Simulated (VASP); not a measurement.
# Mg4Be5Zn3S12 (P1) in VASP: a series of runs, part 2 of 2

VASP 6.6.1. Earlier steps stand in the parts before.

**3. Relaxation of cell and atoms, PBE**

This run uses another cell than the first one, of 16.82 Å³/atom.

Contents of INCAR:

```
PREC = Accurate
ENCUT = 600
EDIFF = 1E-6
ISMEAR = 0
SIGMA = 0.1
LREAL = Auto
LASPH = True
NELM = 60
ALGO = Normal
ISIF = 3
LWAVE = False
LCHARG = False
GGA = PE
IBRION = 2
NSW = 70
EDIFFG = -0.04
ISYM = 0
```

Contents of KPOINTS:

```
Automatic mesh
0
Gamma
  2 2 2
  0.5 0.5 0.5
```

Contents of POSCAR:

```
Mg4Be5Zn3S12
1.0
    5.4501375000      3.1466383400      0.0000000000
    0.0000000000      6.2932766800      5.8861485000
    5.4501375000     -3.1466383400      5.8861485000
Be Mg S Zn
5 4 12 3
Direct
    0.1617794335      0.5037806207      0.5019523955
    0.1716227870      0.8311812459      0.1632400319
    0.6710857343      0.6657499192      0.3317803288
    0.6672329073      0.0029800213      0.9973456061
    0.0845103508      0.2492446458      0.2528252663
    0.6629389046      0.3387351022      0.6703902253
    0.0762813415      0.5858634705      0.9157171233
    0.5792097278      0.4212279751      0.0859101241
    0.5865712752      0.7481627430      0.7477443539
    0.9777723736      0.3585640210      0.0217631707
    0.9803525441      0.6899260202      0.6894949127
    0.9821395488      0.0215589778      0.3551282079
    0.4774249749      0.5203336106      0.8570514597
    0.4744290131      0.8544188264      0.5200927737
    0.4829539826      0.1912683409      0.1908239044
    0.8972785635      0.4355665821      0.4411777448
    0.8905796810      0.7734698619      0.1051321234
    0.8969135850      0.1049168062      0.7720076236
    0.3933157836      0.6050294492      0.2794550282
    0.3957539892      0.9356217437      0.9425801159
    0.3933504546      0.2711723135      0.6064684318
    0.1620409567      0.1690635827      0.8337198981
    0.0806721743      0.9118473124      0.5864669976
    0.5798621816      0.0855164400      0.4169382489
```

Potentials or basis: VASP PAW PBE potentials, release 64 (Be, Mg, S, Zn).

Started as:

```
> cat potpaw_PBE.64/Be/POTCAR potpaw_PBE.64/Mg/POTCAR potpaw_PBE.64/S/POTCAR potpaw_PBE.64/Zn/POTCAR > POTCAR
> mpirun -np 1 vasp_std > vasp.out
```

Wall time 56 min (1 thread of Intel Xeon 6975P-C (Granite Rapids), shared host); peak memory 0.72 GiB.

The run converged. Its results:

```yaml
Free_energy: -103.1082 eV
Relaxed_volume: 18.51 Å³/atom
Relaxed_cell: a = 6.423 Å, b = 8.907 Å, c = 9.003 Å, α = 77.80°, β = 68.65°, γ = 68.42°
Space_group_after_relaxing_to_0.1_Å: P1 (No. 1)
Energy_gained_by_relaxing: 196.2 meV/atom
Ionic_steps: 16
Pressure_after_relaxing: 0.0 GPa
Largest_force_after_relaxing: 0.038 eV/Å
Band_gap_on_the_k_mesh: 3.75 eV
```

Forces on the atoms (eV/Å):
```
Be   0.001 -0.004  0.023
Be  -0.006  0.009 -0.010
Be   0.010  0.001  0.020
Be   0.001  0.011  0.032
Be   0.011  0.002  0.008
Mg  -0.004 -0.007 -0.022
Mg   0.026 -0.005 -0.002
Mg  -0.016  0.008  0.006
Mg  -0.009 -0.036 -0.007
S    0.016  0.002  0.009
S    0.016  0.005 -0.001
S   -0.002 -0.012 -0.005
S   -0.004  0.009 -0.022
S    0.000  0.002 -0.008
S   -0.031  0.014 -0.011
S    0.001  0.012 -0.018
S   -0.013 -0.011  0.005
S    0.004  0.006 -0.009
S   -0.002  0.003 -0.005
S   -0.008 -0.015  0.025
S    0.005 -0.012 -0.007
Zn   0.000 -0.001  0.007
Zn  -0.008  0.031 -0.009
Zn   0.012 -0.008 -0.001
```

Step by step:
```
step  energy change (eV)  largest force (eV/Å)  pressure (GPa)  volume (Å³)
   1              0.0000                3.3341           11.93       403.78
   2             -3.4171                0.8540           -4.25       481.50
   3             -3.5535                1.0809           -2.26       466.48
   4             -4.1652                0.6580           -1.18       456.00
   5             -4.4559                0.6651            0.64       442.44
   6             -4.6018                0.3264            0.12       444.48
   7             -4.6263                0.2954           -0.15       445.71
   8             -4.6663                0.1525            0.02       444.56
   9             -4.6703                0.1882            0.12       444.07
  10             -4.6862                0.1160           -0.02       444.95
  11             -4.6909                0.1525           -0.15       445.74
  12             -4.7010                0.1130            0.05       444.38
  13             -4.7024                0.1288            0.17       443.65
  14             -4.7063                0.0690           -0.13       445.32
  15             -4.7063                0.0672           -0.14       445.37
  16             -4.7088                0.0383            0.04       444.31
```

Final structure:
```cif
data_structure
_symmetry_space_group_name_H-M 'P 1'
_symmetry_Int_Tables_number 1
_cell_length_a 6.4230
_cell_length_b 8.9067
_cell_length_c 9.0034
_cell_angle_alpha 77.801
_cell_angle_beta 68.653
_cell_angle_gamma 68.418
_cell_volume 444.31
loop_
_atom_site_label
_atom_site_type_symbol
_atom_site_fract_x
_atom_site_fract_y
_atom_site_fract_z
_atom_site_occupancy
Be1 Be 0.16716 0.50671 0.48576 1
Be2 Be 0.16140 0.84543 0.18203 1
Be3 Be 0.67320 0.67434 0.32875 1
Be4 Be 0.65708 0.99400 0.01790 1
Be5 Be 0.08814 0.25112 0.24694 1
Mg1 Mg 0.68046 0.32758 0.64997 1
Mg2 Mg 0.07233 0.59239 0.92405 1
Mg3 Mg 0.56760 0.41853 0.10172 1
Mg4 Mg 0.58338 0.75710 0.75057 1
S1 S 0.98720 0.34227 0.04160 1
S2 S 0.00403 0.66979 0.66567 1
S3 S 0.98617 0.03634 0.34382 1
S4 S 0.49010 0.51442 0.85366 1
S5 S 0.49465 0.84503 0.50400 1
S6 S 0.45899 0.17509 0.18235 1
S7 S 0.92136 0.45090 0.40597 1
S8 S 0.88464 0.79172 0.12580 1
S9 S 0.88107 0.07956 0.79513 1
S10 S 0.38192 0.62892 0.28721 1
S11 S 0.39785 0.93136 0.96886 1
S12 S 0.36195 0.28301 0.59236 1
Zn1 Zn 0.16136 0.16085 0.84418 1
Zn2 Zn 0.08580 0.91229 0.57877 1
Zn3 Zn 0.57823 0.08643 0.40816 1
```

Levels at points of the mesh, in eV from the valence-band top:
```csv
k point,band 61,band 62,band 63,band 64,band 65,band 66
"(0.25, 0.25, 0.25)",-0.49,-0.16,0.00,3.75,4.08,4.31
```

Caveat: the k points lie up to 0.55 Å⁻¹ apart in the final cell; a shifted mesh leaves out Γ, where band edges can lie. A k mesh can miss the band edges.

**4. Single point, PBE**

Contents of INCAR:

```
ALGO = Normal
EDIFF = 1E-6
ENCUT = 520
GGA = PE
ISIF = 2
ISMEAR = 0
LASPH = True
LCHARG = False
LREAL = Auto
LWAVE = False
NBANDS = 81
NELM = 100
PREC = Accurate
SIGMA = 0.02
```

Contents of KPOINTS:

```
k-points
0
Gamma
  4 3 3
```

Contents of POSCAR:

```
Mg4Be5Zn3S12
1.0
    5.5384040000      3.1940040000     -0.0374150000
   -0.0709780000      6.4409560000      6.0970180000
    5.5836380000     -3.3423410000      6.1615900000
Be Mg S Zn
5 4 12 3
Direct
    0.1823942561      0.8293621944      0.1529001950
    0.6712025642      0.9969161969      0.0043333944
    0.0629333038      0.5996852262      0.9299361584
    0.5741432490      0.4322593584      0.0777617831
    0.5792536853      0.7468803695      0.7728937316
    0.1636290418      0.1626303715      0.8488372449
    0.1611920363      0.5074671811      0.4974779023
    0.6498732316      0.3427569872      0.6807383871
    0.0841284434      0.9089697673      0.5869200209
    0.9476101067      0.3892566751      0.0198740316
    0.9499739046      0.6774462709      0.7221885345
    0.0133894995      0.0033583350      0.3267432036
    0.4433613196      0.5438483663      0.8764566616
    0.5049288805      0.8379215087      0.5432259455
    0.5039775350      0.1947528289      0.1624733080
    0.8863827391      0.4322048742      0.4277232645
    0.9074676768      0.7866229955      0.0941004047
    0.8679250919      0.0931794104      0.7939858497
    0.3921265623      0.6136483054      0.2472792174
    0.4196101883      0.9192438685      0.9524735043
    0.3940552051      0.2588115490      0.5964640299
    0.6715715626      0.6733434169      0.3237695683
    0.0938037571      0.2504580961      0.2330949206
    0.6015760876      0.0749037071      0.4026354982
```

Potentials or basis: VASP PAW PBE potentials, release 64 (Be, Mg, S, Zn).

Started as:

```
> cat potpaw_PBE.64/Be/POTCAR potpaw_PBE.64/Mg/POTCAR potpaw_PBE.64/S/POTCAR potpaw_PBE.64/Zn/POTCAR > POTCAR
> mpirun -np 1 vasp_std > vasp.out
```

OUTCAR:

```text
EDIFF = 1E-6
   ENCUT = 520
   GGA = PE
   ISIF = 2
   ISMEAR = 0
   LASPH = True
   LREAL = Auto
   NELM = 100
   PREC = Accurate

 ion  position               nearest neighbor table
   1  0.182  0.829  0.153-  19 2.13  20 2.13  12 2.14  17 2.17
   2  0.671  0.997  0.004-  18 2.08  17 2.16  20 2.17  15 2.20
   3  0.063  0.600  0.930-  11 2.13  10 2.15  17 2.16  13 2.20
   4  0.574  0.432  0.078-  19 2.16  10 2.17  13 2.17  15 2.24
   5  0.579  0.747  0.773-  11 2.13  20 2.17  13 2.18  14 2.21
   6  0.164  0.163  0.849-  18 2.40  21 2.41  20 2.45  10 2.47
   7  0.161  0.507  0.497-  16 2.38  21 2.39  19 2.43  11 2.45   9 3.63
   8  0.650  0.343  0.681-  21 2.40  16 2.41  18 2.41  13 2.44
   9  0.084  0.909  0.587-  18 2.42  11 2.44  14 2.44  12 2.46   7 3.63
  10  0.948  0.389  0.020-   3 2.15   4 2.17  23 2.36   6 2.47
  11  0.950  0.677  0.722-   5 2.13   3 2.13   9 2.44   7 2.45
  12  0.013  0.003  0.327-   1 2.14  23 2.35  24 2.35   9 2.46
  13  0.443  0.544  0.876-   4 2.17   5 2.18   3 2.20   8 2.44
  14  0.505  0.838  0.543-   5 2.21  22 2.39  24 2.39   9 2.44
  15  0.504  0.195  0.162-   2 2.20   4 2.24  23 2.36  24 2.39
  16  0.886  0.432  0.428-  22 2.32  23 2.32   7 2.38   8 2.41
  17  0.907  0.787  0.094-   3 2.16   2 2.16   1 2.17  22 2.37
  18  0.868  0.093  0.794-   2 2.08   6 2.40   8 2.41   9 2.42
  19  0.392  0.614  0.247-   1 2.13   4 2.16  22 2.37   7 2.43
  20  0.420  0.919  0.952-   1 2.13   5 2.17   2 2.17   6 2.45
  21  0.394  0.259  0.596-  24 2.33   7 2.39   8 2.40   6 2.41
  22  0.672  0.673  0.324-  16 2.32  17 2.37  19 2.37  14 2.39
  23  0.094  0.250  0.233-  16 2.32  12 2.35  10 2.36  15 2.36
  24  0.602  0.075  0.403-  21 2.33  12 2.35  14 2.39  15 2.39

  Warning from LATTYP: Got some problem with cell dimensions!
  Tried to take original basis but could not verify dimensions!
  LATTYP: Found a triclinic cell.
 ALAT       =     8.9240759714
 B/A-ratio  =     1.2662462255
 C/A-ratio  =     0.7164339274
 COS(alpha) =     0.0009307238
 COS(beta)  =     0.3667572432
 COS(gamma) =     0.6256144762

  Lattice vectors:

 A1 = (  -5.6093820000,   3.2469520000,   6.1344330000)
 A2 = (  -5.6546160000,   9.7832970000,  -0.0645720000)
[... 192 lines left out ...]
   LHFCALC =     F    Hartree Fock is set to
   AEXX    =    0.0000 exact exchange contribution
   IVDW    =     0    specifies the selected vdW correction
   LEPSILON=     F    determine dielectric tensor
   LRPA    =     F    only Hartree local field effects (RPA)
 non-spin polarized calculation
 Gauss-broadening in eV      SIGMA  =   0.02
  energy-cutoff  :      520.00
  volume of cell :      444.13
 maximum number of plane-waves:     11984
   NGX = 23   NGY = 33   NGZ = 33

 number of electron     126.0000005 magnetization

 Free energy of the ion-electron system (eV)
  ---------------------------------------------------
  ext. energy  EPLUGINS =         0.00000000
  ---------------------------------------------------
  free energy    TOTEN  =      -103.19467796 eV

  energy without entropy =     -103.19467796  energy(sigma->0) =     -103.19467796

 E-fermi :   2.5256     XC(G=0):  -9.1735

 val. band max:        2.4353995779   @ k =   0.0000   0.0000   0.0000
 cond. band min:       5.8124545591   @ k =   0.0000   0.0000   0.0000
 fundamental gap:      3.3770549812
 Fermi energy:         2.5255659074

 k-point     1 :       0.0000    0.0000    0.0000
  band No.  band energies     occupation
      1     -10.3012      2.00000
      2      -9.4407      2.00000
      3      -9.3804      2.00000
      4      -9.3210      2.00000
      5      -9.2895      2.00000
      6      -9.1237      2.00000
[... 1471 lines left out ...]
     74       7.9026      0.00000
     75       8.1019      0.00000
 [bands above 75 left out]

------------------------ aborting loop because EDIFF is reached ----------------------------------------

  FORCE on cell =-STRESS in cart. coord.  units (eV):
  Direction    XX          YY          ZZ          XY          YZ          ZX
  --------------------------------------------------------------------------------------
  -------------------------------------------------------------------------------------
  Total       -0.0532368     -0.0381726     -0.0848491      0.0022484      0.0027502      0.0062243
  in kB       -0.1920481     -0.1377053     -0.3060873      0.0081111      0.0099211      0.0224537
  external PRESSURE =      -0.2119469 kB  Pullay stress =       0.0000000 kB

 VOLUME and BASIS-vectors are now :
 -----------------------------------------------------------------------------
  energy-cutoff  :      520.00
  volume of cell :      444.13
      direct lattice vectors                 reciprocal lattice vectors
     5.538404000  3.194004000 -0.037415000     0.135240927  0.077636530 -0.080441675
    -0.070978000  6.440956000  6.097018000    -0.044029889  0.077306465  0.081834645
     5.583638000 -3.342341000  6.161590000     0.044389690 -0.076024880  0.080830268

 POSITION                                       TOTAL-FORCE (eV/Angst)
 -----------------------------------------------------------------------------------
      1.80505      5.41341      5.99192        -0.010190     -0.006133      0.000137
      3.67083      8.55043      6.07980        -0.010094     -0.011243      0.001204
      5.49841      0.95539      9.38382         0.014228      0.009331     -0.001219
      3.58335      4.35807      3.09315         0.009080     -0.000830     -0.004085
      7.47069      4.07749      9.29432         0.002951      0.001244     -0.003625
      5.63430     -1.26698      6.21563        -0.002871      0.001283     -0.005507
[... 16 lines left out ...]
      1.80326      1.13372      2.95977         0.006203     -0.000605     -0.002164
      5.57463      1.05814      2.91506        -0.005504     -0.001425     -0.005289
 -----------------------------------------------------------------------------------
    total drift:                               -0.002271      0.008170      0.003823

  FREE ENERGIE OF THE ION-ELECTRON SYSTEM (eV)
  ---------------------------------------------------
  free  energy   TOTEN  =      -103.1946779641 eV

  energy  without entropy=     -103.1946779641  energy(sigma->0) =     -103.19467796
```

OSZICAR:

```text
N       E                     dE             d eps       ncg     rms          rms(c)
DAV:   1     0.908417897530E+03    0.90842E+03   -0.51735E+04  3078   0.146E+03
DAV:   2     0.346528682446E+02   -0.87377E+03   -0.82122E+03  3382   0.327E+02
DAV:   3    -0.101517615677E+03   -0.13617E+03   -0.13439E+03  3577   0.136E+02
DAV:   4    -0.107691181383E+03   -0.61736E+01   -0.61426E+01  3820   0.318E+01
DAV:   5    -0.107848899645E+03   -0.15772E+00   -0.15749E+00  3908   0.510E+00    0.183E+01
DAV:   6    -0.103275378549E+03    0.45735E+01   -0.71677E+00  4924   0.544E+01    0.138E+01
DAV:   7    -0.103313361659E+03   -0.37983E-01   -0.13274E+01  3596   0.101E+01    0.764E+00
DAV:   8    -0.103183592263E+03    0.12977E+00   -0.92779E-01  4204   0.489E+00    0.377E+00
DAV:   9    -0.103194210641E+03   -0.10618E-01   -0.13190E-01  4436   0.289E+00    0.806E-01
DAV:  10    -0.103191846798E+03    0.23638E-02   -0.25633E-02  4228   0.158E+00    0.466E-01
DAV:  11    -0.103193682733E+03   -0.18359E-02   -0.63122E-03  4116   0.628E-01    0.241E-01
DAV:  12    -0.103194332982E+03   -0.65025E-03   -0.13588E-03  3844   0.254E-01    0.122E-01
DAV:  13    -0.103194518063E+03   -0.18508E-03   -0.23416E-04  3756   0.104E-01    0.739E-02
DAV:  14    -0.103194672804E+03   -0.15474E-03   -0.26873E-04  3476   0.143E-01    0.290E-02
DAV:  15    -0.103194674542E+03   -0.17377E-05   -0.43077E-05  4100   0.687E-02    0.262E-02
DAV:  16    -0.103194677678E+03   -0.31362E-05   -0.89786E-06  3524   0.131E-02    0.169E-02
DAV:  17    -0.103194677964E+03   -0.28586E-06   -0.32500E-06  2852   0.891E-03
   1 F= -.10319468E+03 E0= -.10319468E+03  d E =-.466824E-12
```

It took 13 min on 1 thread of Intel Xeon 6975P-C (Granite Rapids), shared host; peak memory 0.77 GiB.

Results:

```yaml
Free_energy: -103.1947 eV
Pressure: 0.0 GPa
Largest_force: 0.030 eV/Å
Band_gap_on_the_k_mesh: 3.38 eV
```

Forces on the atoms (eV/Å):
```
Be  -0.010 -0.006  0.000
Be  -0.010 -0.011  0.001
Be   0.014  0.009 -0.001
Be   0.009 -0.001 -0.004
Be   0.003  0.001 -0.004
Mg  -0.003  0.001 -0.006
Mg   0.000 -0.003 -0.004
Mg  -0.005 -0.003 -0.004
Mg   0.005  0.005  0.000
S   -0.016 -0.003 -0.010
S   -0.008  0.010 -0.007
S    0.019 -0.008 -0.003
S   -0.010 -0.004 -0.004
S   -0.011 -0.014  0.012
S    0.001  0.008 -0.003
S    0.013 -0.007  0.015
S    0.014  0.008 -0.004
S    0.004  0.018 -0.004
S    0.000 -0.016 -0.004
S   -0.009  0.025  0.004
S    0.004 -0.005  0.030
Zn  -0.006 -0.002  0.005
Zn   0.006 -0.001 -0.002
Zn  -0.006 -0.001 -0.005
```

**5. Single point, PBE**

Contents of INCAR:

```
SYSTEM = Mg4Be5Zn3S12
ALGO = Normal
EDIFF = 1E-6
ENCUT = 520
GGA = PE
ISIF = 2
ISMEAR = 0
LASPH = .TRUE.
LCHARG = .FALSE.
LREAL = Auto
LWAVE = .FALSE.
NBANDS = 81
NELM = 60
PREC = Accurate
SIGMA = 0.02
```

Contents of KPOINTS:

```
k-points
0
G
  4 3 3
  0 0 0
```

Contents of POSCAR:

```
Mg4Be5Zn3S12
1.0
    5.5666220000      3.2135290000      0.0338910000
    0.0179820000      6.4593100000      6.1315320000
    5.6416820000     -3.2801390000      6.2021580000
Be Mg S Zn
5 4 12 3
Direct
    0.1666816002      0.5068184189      0.4865958421
    0.1612001448      0.8456544522      0.1821091765
    0.6735431422      0.6744344936      0.3290027557
    0.6564966862      0.9946208828      0.0179455736
    0.0879906587      0.2514474318      0.2473251590
    0.6809529346      0.3260208095      0.6491316299
    0.0733229364      0.5923062493      0.9245089145
    0.5676359826      0.4193586905      0.1012353682
    0.5830927077      0.7566614978      0.7509782230
    0.9874013370      0.3422373314      0.0418216911
    0.0041193971      0.6702094107      0.6660579543
    0.9856509754      0.0365745728      0.3439499469
    0.4911765956      0.5135104521      0.8525877942
    0.4949794581      0.8450492460      0.5039498721
    0.4585811028      0.1758015624      0.1819902171
    0.9217348221      0.4511235611      0.4058487264
    0.8838754592      0.7921309901      0.1260900929
    0.8819148108      0.0788065446      0.7949523850
    0.3816283770      0.6291815875      0.2874741481
    0.3968120952      0.9317425056      0.9693588632
    0.3614311598      0.2822629375      0.5924457732
    0.1604767134      0.1608802591      0.8446284149
    0.0870157716      0.9122121786      0.5776323130
    0.5783574001      0.0861535664      0.4075852619
```

Started as:

```
> cat potpaw_PBE.64/Be/POTCAR potpaw_PBE.64/Mg/POTCAR potpaw_PBE.64/S/POTCAR potpaw_PBE.64/Zn/POTCAR > POTCAR
> mpirun -np 1 vasp_std > vasp.out
```

Wall time 22 min (1 thread of Intel Xeon Platinum 8488C (Sapphire Rapids), shared host); peak memory 0.79 GiB.

Results (log left out):

* Free energy: -103.0915 eV
* Pressure: 0.0 GPa
* Largest force: 0.041 eV/Å
* Band gap on the k mesh: 3.34 eV

Forces on the atoms (eV/Å):
```
Be  -0.002  0.006  0.005
Be  -0.019 -0.008 -0.013
Be  -0.015 -0.008  0.005
Be  -0.007 -0.001  0.008
Be   0.008  0.012 -0.005
Mg  -0.001  0.006 -0.012
Mg   0.007 -0.003 -0.008
Mg   0.001  0.003 -0.004
Mg   0.007 -0.009  0.004
S   -0.023  0.009  0.033
S    0.006 -0.019 -0.004
S   -0.001 -0.003 -0.001
S   -0.001 -0.006 -0.002
S    0.016 -0.005 -0.007
S   -0.012  0.013 -0.006
S    0.007 -0.016 -0.007
S    0.017  0.001 -0.006
S   -0.017  0.012  0.005
S    0.009  0.002 -0.007
S    0.014  0.005 -0.015
S    0.009  0.003  0.010
Zn  -0.002  0.005 -0.001
Zn  -0.006  0.001  0.012
Zn   0.006 -0.001  0.014
```

Levels at points of the mesh, in eV from the valence-band top:
```
           k point  band 61  band 62  band 63  band 64  band 65  band 66
(0.00, 0.00, 0.00)    -0.18    -0.03     0.00     3.34     3.66     4.04
(0.50, 0.00, 0.00)    -0.61    -0.53    -0.46     3.88     3.95     4.21
```

A k mesh can miss the band edges.

**6. Overview**

```csv
task,cell,k mesh,cutoff (eV),smearing,gap on the mesh (eV),pressure (GPa),largest force (eV/Å)
single point,"a = 6.428, b = 8.906, c = 9.003 Å, angles 77.8, 68.6, 68.4°, 24 atoms, atomic positions A",3 × 2 × 2,520,gaussian 0.1 eV,3.34,0.0,0.04
relaxation of cell and atoms,"relaxed from a = 6.293, b = 8.617, c = 8.617 Å, angles 78.5, 68.6, 68.6°, 24 atoms, atomic positions B","2 × 2 × 2, shifted",600,gaussian 0.1 eV,3.75,0.0,0.04
single point,"a = 6.394, b = 8.869, c = 8.962 Å, angles 78.6, 69.6, 69.4°, 24 atoms, atomic positions C",4 × 3 × 3,520,gaussian 0.02 eV,3.38,0.0,0.03
single point,"a = 6.428, b = 8.906, c = 9.003 Å, angles 77.8, 68.6, 68.4°, 24 atoms, atomic positions A",4 × 3 × 3,520,gaussian 0.02 eV,3.34,0.0,0.04
```

Alike in all rows: level PBE; potentials or basis VASP PAW PBE potentials, release 64 (Be, Mg, S, Zn); no spin polarisation.

Caveats: some runs use coarse meshes; a shifted mesh leaves out Γ, where band edges can lie (at least some runs).

Absolute energies hang on the potentials; compare differences alone.
